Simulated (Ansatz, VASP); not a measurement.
One calculation of BaTiO3, two programs

```
CELL_PARAMETERS angstrom
4.02826 0.00000 0.00000
0.00000 2.88765 2.88592
0.00000 -2.88765 2.88592
ATOMIC_POSITIONS crystal
Ba 0.00000 0.00808 0.00808
Ti 0.50000 0.51971 0.51971
O 0.00000 0.49163 0.49163
O 0.50000 0.49381 0.98300
O 0.50000 0.98300 0.49381
```

Change from the starting cell: strain +0.0050 x Voigt [1, 1, 0, 0, 0, 0], atoms carried along.

Alike in both runs: task single point; functional PBE; k mesh 6 × 6 × 6; occupations gaussian, width 0.05 eV; no spin polarisation; Hubbard terms Ti d U = 4.0 eV.

|  | VASP | Ansatz |
| --- | --- | --- |
| version | VASP 6.6.1 | Ansatz 0.2.0 |
| potentials or method | VASP PAW PBE potentials, release 64 (Ba_sv, Ti_sv, O), cutoff 520 eV | scalar-relativistic, plane waves, PAW |
| valence electrons in the cell | 40 | 40 |

Ansatz gave:

```
gap on the k mesh at the Fermi level (eV)                     : 2.49
least direct gap on the mesh (eV)                             : 2.92
pressure (GPa)                                                : -1.5
traceless stress, the component that is largest in VASP (GPa) : 0.73
rms of the force components (eV/Å)                            : 0.031
```

What did VASP give for the same quantities?

gap on the k mesh at the Fermi level (eV): 2.47; least direct gap on the mesh (eV): 2.91; pressure (GPa): 1.8; traceless stress, the component that is largest in VASP (GPa): 0.65; rms of the force components (eV/Å): 0.188.

The programs project onto different local orbitals, so the same U acts differently, and such runs can settle in different states. Atom by atom the forces differ by 0.218 eV/Å (rms over components).

Neither program's run includes spin-orbit coupling.
